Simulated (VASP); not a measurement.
# AlCu (Pm-3m) in VASP: a series of runs

The runs below take AlCu through single point, with PBEsol.

Everything below comes from runs of VASP 6.6.1. Logs are shortened: lines on timing, memory, paths and dates and some standing lists are left out, and cuts for length are marked.

## 1. The cell of the first run

The structure is cubic, space group Pm-3m (No. 221). The conventional cell has a = 3.037 Å, b = 3.037 Å, c = 3.037 Å, α = 90.00°, β = 90.00°, γ = 90.00°. Within 3.5 Å of Al (site symmetry m-3m) lie 8 Cu at 2.63 Å and 6 Al at 3.04 Å. Cu (site symmetry m-3m) has 8 Al at 2.63 Å and 6 Cu at 3.04 Å within 3.5 Å.

## 2. Single point, PBEsol

The input, INCAR:

```
PREC = Accurate ; ENCUT = 600
EDIFF = 1E-6 ; ISMEAR = 0
SIGMA = 0.1 ; LREAL = False
LASPH = True ; NELM = 120
ALGO = Normal ; ISIF = 2
LWAVE = False ; LCHARG = True
GGA = PS ; LELF = True
LVHAR = True ; NBANDS = 14
GGA_COMPAT = False
```

The input, KPOINTS:

```
regular mesh
0
Gamma
  8 8 8
```

The input, POSCAR:

```
AlCu
1.0
    3.0369544314      0.0000000000      0.0000000000
    0.0000000000      3.0369544314      0.0000000000
    0.0000000000      0.0000000000      3.0369544314
Al Cu
1 1
Direct
    0.0000000000      0.0000000000      0.0000000000
    0.5000000000      0.5000000000      0.5000000000
```

Potentials or basis: VASP PAW PBE potentials, release 64 (Al, Cu).

The run is started by

```
$ cat potpaw_PBE.64/Al/POTCAR potpaw_PBE.64/Cu/POTCAR > POTCAR
$ mpirun -np 1 vasp_std > vasp.out
```

OUTCAR:

```text
PREC = Accurate
   ENCUT = 600
   EDIFF = 1E-6
   ISMEAR = 0
   LREAL = False
   LASPH = True
   NELM = 120
   ISIF = 2
   GGA = PS

 ion  position               nearest neighbor table
   1  0.000  0.000  0.000-   2 2.63   2 2.63   2 2.63   2 2.63   2 2.63   2 2.63   2 2.63   2 2.63

   2  0.500  0.500  0.500-   1 2.63   1 2.63   1 2.63   1 2.63   1 2.63   1 2.63   1 2.63   1 2.63

  LATTYP: Found a simple cubic cell.
 ALAT       =     3.0369544314

  Lattice vectors:

 A1 = (   3.0369544314,   0.0000000000,   0.0000000000)
 A2 = (   0.0000000000,   3.0369544314,   0.0000000000)
 A3 = (   0.0000000000,   0.0000000000,   3.0369544314)

Analysis of symmetry for initial positions (statically):
=====================================================================
 Subroutine PRICEL returns:
 Original cell was already a primitive cell.

 Routine SETGRP: Setting up the symmetry group for a
 simple cubic supercell.

 Subroutine GETGRP returns: Found 48 space group operations
 (whereof 48 operations were pure point group operations)
 out of a pool of 48 trial point group operations.

The static configuration has the point symmetry O_h .

Analysis of symmetry for dynamics (positions and initial velocities):
=====================================================================
 Subroutine PRICEL returns:
 Original cell was already a primitive cell.

 Routine SETGRP: Setting up the symmetry group for a
 simple cubic supercell.

 Subroutine GETGRP returns: Found 48 space group operations
 (whereof 48 operations were pure point group operations)
 out of a pool of 48 trial point group operations.

The dynamic configuration has the point symmetry O_h .

 Subroutine INISYM returns: Found 48 space group operations
 (whereof 48 operations are pure point group operations),
 and found     1 'primitive' translations

----------------------------------------------------------------------------------------

                                     Primitive cell

  volume of cell :      28.0101

  direct lattice vectors                    reciprocal lattice vectors
     3.036954431  0.000000000  0.000000000     0.329277249  0.000000000  0.000000000
     0.000000000  3.036954431  0.000000000     0.000000000  0.329277249  0.000000000
     0.000000000  0.000000000  3.036954431     0.000000000  0.000000000  0.329277249

  length of vectors
     3.036954431  3.036954431  3.036954431     0.329277249  0.329277249  0.329277249

  position of ions in fractional coordinates (direct lattice)
     0.000000000  0.000000000  0.000000000
     0.500000000  0.500000000  0.500000000

  ion indices of the primitive-cell ions
   primitive index   ion index
                 1           1
                 2           2

----------------------------------------------------------------------------------------

 KPOINTS: regular mesh

Automatic generation of k-mesh.
 Grid dimensions read from file:
 generate k-points for:    8    8    8

 Generating k-lattice:

  Cartesian coordinates                     Fractional coordinates (reciprocal lattice)
     0.041159656  0.000000000  0.000000000     0.125000000  0.000000000  0.000000000
     0.000000000  0.041159656  0.000000000     0.000000000  0.125000000  0.000000000
     0.000000000  0.000000000  0.041159656     0.000000000  0.000000000  0.125000000

  Length of vectors
     0.041159656  0.041159656  0.041159656

  Shift w.r.t. Gamma in fractional coordinates (k-lattice)
     0.000000000  0.000000000  0.000000000

 Subroutine IBZKPT returns following result:
 ===========================================

 Found     35 irreducible k-points:

 Following reciprocal coordinates:
            Coordinates               Weight
  0.000000  0.000000  0.000000      1.000000
  0.125000  0.000000  0.000000      6.000000
  0.250000  0.000000  0.000000      6.000000
  0.375000  0.000000  0.000000      6.000000
  0.500000  0.000000  0.000000      3.000000
  0.125000  0.125000  0.000000     12.000000
[... 16 lines left out ...]
  0.375000  0.375000  0.125000     24.000000
  0.500000  0.375000  0.125000     24.000000
 [... further k-points ...]
   k-points           NKPTS =     35   k-points in BZ     NKDIM =     35   number of bands    NBANDS=     14
   number of dos      NEDOS =    301   number of ions     NIONS =      2
   total plane-waves  NPLWV =  13824
   dimension x,y,z NGX =    24 NGY =   24 NGZ =   24
   dimension x,y,z NGXF=    48 NGYF=   48 NGZF=   48
   ions per type =               1   1
   NGX,Y,Z   is equivalent  to a cutoff of  13.14, 13.14, 13.14 a.u.
   NGXF,Y,Z  is equivalent  to a cutoff of  26.28, 26.28, 26.28 a.u.
 SYSTEM =  unknown system
   PREC   = accura    normal or accurate (medium, high low for compatibility)
   ISTART =      0    job   : 0-new  1-cont  2-samecut
   ICHARG =      2    charge: 1-file 2-atom 10-const
   ISPIN  =      1    spin polarized calculation?
   LNONCOLLINEAR =      F non collinear calculations
   LSORBIT =      F    spin-orbit coupling
   LASPH  =      T    aspherical Exc in radial PAW
   ENCUT  =  600.0 eV  44.10 Ry    6.64 a.u.   6.07  6.07  6.07*2*pi/ulx,y,z
   NELM   =    120;   NELMIN=  2; NELMDL= -5     # of ELM steps
   EDIFF  = 0.1E-05   stopping-criterion for ELM
   LREAL  =      F    real-space projection
[... 7 lines left out ...]
   TEBEG  =    0.0;   TEEND  =   0.0 temperature during run
   PSTRESS=    0.0 pullay stress
   NELECT =      14.0000    total number of electrons
   NUPDOWN=      -1.0000    fix difference up-down
   EMIN   =  10.00;   EMAX   =-10.00  energy-range for DOS
   EFERMI =   0.00;   METHOD = LEGACY
   ISMEAR =     0;   SIGMA  =   0.10  broadening in eV -4-tet -1-fermi 0-gaus
   EFERMI_NEDOS =   21; number of points for ismear=-14 and -15
   IALGO  =     38    algorithm
   IMIX   =      4    mixing-type and parameters
     AMIX     =   0.40;   BMIX     =  1.00
     AMIX_MAG =   1.60;   BMIX_MAG =  1.00
  volume/ion in A,a.u.               =      14.01        94.51
  Fermi-wavevector in a.u.,A,eV,Ry     =   1.299210  2.455150 22.965895  1.687946
  Thomas-Fermi vector in A             =   2.430488
   LORBIT       =      0    0 simple, 1 ext, 2 COOP (PROOUT), +10 PAW based schemes
   GGA     = PS    functional components
   LHFCALC =     F    Hartree Fock is set to
   AEXX    =    0.0000 exact exchange contribution
   IVDW    =     0    specifies the selected vdW correction
   LEPSILON=     F    determine dielectric tensor
   LRPA    =     F    only Hartree local field effects (RPA)
 non-spin polarized calculation
 Gauss-broadening in eV      SIGMA  =   0.10
  energy-cutoff  :      600.00
  volume of cell :       28.01
 maximum number of plane-waves:       968
   NGX = 13   NGY = 13   NGZ = 13

 number of electron      13.9999990 magnetization

 Free energy of the ion-electron system (eV)
  ---------------------------------------------------
  ext. energy  EPLUGINS =         0.00000000
  ---------------------------------------------------
  free energy    TOTEN  =        -8.66044421 eV

  energy without entropy =       -8.65684082  energy(sigma->0) =       -8.65864251

 E-fermi :   8.2812     XC(G=0): -11.4274

 val. band max:        8.2621190080   @ k =   0.3750   0.3750   0.1250
 cond. band min:       8.3252473694   @ k =   0.5000   0.5000   0.1250
 fundamental gap:      0.0631283614
 Fermi energy:         8.2812134508

 k-point     1 :       0.0000    0.0000    0.0000
  band No.  band energies     occupation
      1      -2.6807      2.00000
      2       3.7925      2.00000
      3       3.7925      2.00000
      4       4.7316      2.00000
      5       4.7316      2.00000
      6       4.7316      2.00000
      7      12.2199      0.00000
      8      12.2199      0.00000
      9      12.2199      0.00000
     10      14.7439      0.00000
     11      14.7439      0.00000
     12      17.9218      0.00000
     13      26.4768      0.00000
     14      26.4768      0.00000

 k-point     2 :       0.1250    0.0000    0.0000
  band No.  band energies     occupation
      1      -2.4241      2.00000
      2       3.7982      2.00000
      3       3.8277      2.00000
      4       4.6659      2.00000
      5       4.6659      2.00000
      6       4.7388      2.00000
      7      10.0435      0.00000
      8      12.5268      0.00000
      9      12.5268      0.00000
     10      14.8405      0.00000
     11      16.2637      0.00000
     12      19.2028      0.00000
     13      24.1232      0.00000
     14      24.1232      0.00000

 k-point     3 :       0.2500    0.0000    0.0000
  band No.  band energies     occupation
      1      -1.6630      2.00000
      2       3.6782      2.00000
      3       3.9139      2.00000
      4       4.5164      2.00000
      5       4.5164      2.00000
      6       4.7561      2.00000
      7       7.3847      2.00000
      8      13.4038      0.00000
      9      13.4038      0.00000
     10      15.1156      0.00000
     11      17.3316      0.00000
     12      21.2593      0.00000
     13      21.2593      0.00000
     14      22.6687      0.00000
[... 324 lines left out ...]
 k-point    23 :       0.3750    0.3750    0.1250
  band No.  band energies     occupation
      1       1.6531      2.00000
      2       3.4648      2.00000
      3       4.0367      2.00000
      4       4.2567      2.00000
      5       4.6709      2.00000
      6       4.6878      2.00000
      7       6.4524      2.00000
      8       8.2621      1.21287
      9      11.0682      0.00000
     10      14.5108      0.00000
     11      18.1994      0.00000
     12      18.2106      0.00000
     13      21.4357      0.00000
     14      23.1530      0.00000

 k-point    24 :       0.5000    0.3750    0.1250
  band No.  band energies     occupation
      1       2.3018      2.00000
      2       3.3575      2.00000
      3       4.0104      2.00000
      4       4.2244      2.00000
      5       4.7079      2.00000
      6       5.2399      2.00000
      7       5.5014      2.00000
      8       9.0440      0.00000
      9       9.2731      0.00000
     10      15.6350      0.00000
     11      16.6835      0.00000
     12      19.0022      0.00000
     13      21.1720      0.00000
     14      22.9307      0.00000

 [... further k-points ...]
[... 5 lines left out ...]
  --------------------------------------------------------------------------------------
  -------------------------------------------------------------------------------------
  Total       -1.3769597     -1.3769597     -1.3769597      0.0000000      0.0000000      0.0000000
  in kB      -78.7620466    -78.7620466    -78.7620466      0.0000000      0.0000000      0.0000000
  external PRESSURE =     -78.7620466 kB  Pullay stress =       0.0000000 kB

 VOLUME and BASIS-vectors are now :
 -----------------------------------------------------------------------------
  energy-cutoff  :      600.00
  volume of cell :       28.01
      direct lattice vectors                 reciprocal lattice vectors
     3.036954431  0.000000000  0.000000000     0.329277249  0.000000000  0.000000000
     0.000000000  3.036954431  0.000000000     0.000000000  0.329277249  0.000000000
     0.000000000  0.000000000  3.036954431     0.000000000  0.000000000  0.329277249

 POSITION                                       TOTAL-FORCE (eV/Angst)
 -----------------------------------------------------------------------------------
      0.00000      0.00000      0.00000         0.000000      0.000000      0.000000
      1.51848      1.51848      1.51848         0.000000      0.000000      0.000000
 -----------------------------------------------------------------------------------
    total drift:                                0.000000      0.000000     -0.000000

  FREE ENERGIE OF THE ION-ELECTRON SYSTEM (eV)
  ---------------------------------------------------
  free  energy   TOTEN  =        -8.6604442121 eV

  energy  without entropy=       -8.6568408169  energy(sigma->0) =       -8.65864251
```

Wall time 8.9 s (1 thread of Intel Xeon Platinum 8259CL at 2.50GHz (Skylake/Cascade Lake), shared host); peak memory 0.14 GiB.

What came out:

- Free energy: -8.6604 eV
- Pressure: -7.9 GPa
- Band gap on the k mesh: zero (band 7 reaches 12.22 eV, above the bottom of band 8 at 7.64 eV)

Levels at points of the mesh, in eV from the Fermi level:
| k point | band 4 | band 5 | band 6 | band 7 | band 8 | band 9 | band 10 | band 11 |
| --- | --- | --- | --- | --- | --- | --- | --- | --- |
| (0.00, 0.00, 0.00) | -3.55 | -3.55 | -3.55 | 3.94 | 3.94 | 3.94 | 6.46 | 6.46 |
| (0.50, 0.00, 0.00) | -3.96 | -3.96 | -3.50 | -2.86 | 7.40 | 8.12 | 8.12 | 8.42 |
| (0.50, 0.50, 0.00) | -3.85 | -3.35 | -3.35 | -3.19 | -0.64 | -0.04 | 9.97 | 12.81 |
| (0.50, 0.50, 0.50) | -3.17 | -3.17 | 1.03 | 1.03 | 1.03 | 1.77 | 2.31 | 2.31 |

Caveat: the PAW data sets were made with another functional, which shifts forces and pressure a little.

## 3. Single point, PBEsol

This run uses another cell than the first one, of 14.41 Å³/atom, 1.029 times its volume.

The input, INCAR:

```
SYSTEM = AlCu
PREC = Accurate
ENCUT = 600
EDIFF = 1E-6
ISMEAR = 0
SIGMA = 0.1
LREAL = .FALSE.
LASPH = .TRUE.
NELM = 120
ALGO = Normal
ISIF = 2
LWAVE = .FALSE.
LCHARG = .TRUE.
GGA = PS
LELF = .TRUE.
LVHAR = .TRUE.
NBANDS = 14
GGA_COMPAT = .FALSE.
```

The input, KPOINTS:

```
Automatic mesh
0
G
  8 8 8
  0 0 0
```

The input, POSCAR:

```
AlCu
1.0
    3.0658795478      0.0000000000      0.0000000000
    0.0000000000      3.0658795478      0.0000000000
    0.0000000000      0.0000000000      3.0658795478
Al Cu
1 1
Direct
    0.0000000000      0.0000000000      0.0000000000
    0.5000000000      0.5000000000      0.5000000000
```

Potentials or basis: VASP PAW PBE potentials, release 64 (Al, Cu).

The run is started by

```
$ cat potpaw_PBE.64/Al/POTCAR potpaw_PBE.64/Cu/POTCAR > POTCAR
$ mpirun -np 1 vasp_std > vasp.out
```

Wall time 8.9 s (1 thread of Intel Xeon Platinum 8259CL at 2.50GHz (Skylake/Cascade Lake), shared host); peak memory 0.14 GiB.

The run converged. Its results:

```yaml
Free_energy: -8.6123 eV
Pressure: -10.1 GPa
Band_gap_on_the_k_mesh: zero (band 7 reaches 11.82 eV, above the bottom of band 8 at 7.31 eV)
```

Levels at points of the mesh, in eV from the Fermi level:
| k point | band 5 | band 6 | band 7 | band 8 | band 9 | band 10 |
| --- | --- | --- | --- | --- | --- | --- |
| (0.00, 0.00, 0.00) | -3.42 | -3.42 | 3.91 | 3.91 | 3.91 | 6.46 |
| (0.50, 0.00, 0.00) | -3.81 | -3.37 | -2.75 | 7.42 | 8.07 | 8.07 |
| (0.50, 0.50, 0.00) | -3.20 | -3.20 | -3.07 | -0.59 | -0.08 | 9.76 |
| (0.50, 0.50, 0.50) | -3.06 | 1.13 | 1.13 | 1.13 | 1.62 | 2.30 |

Caveat: the PAW data sets were made with another functional, which shifts forces and pressure a little.
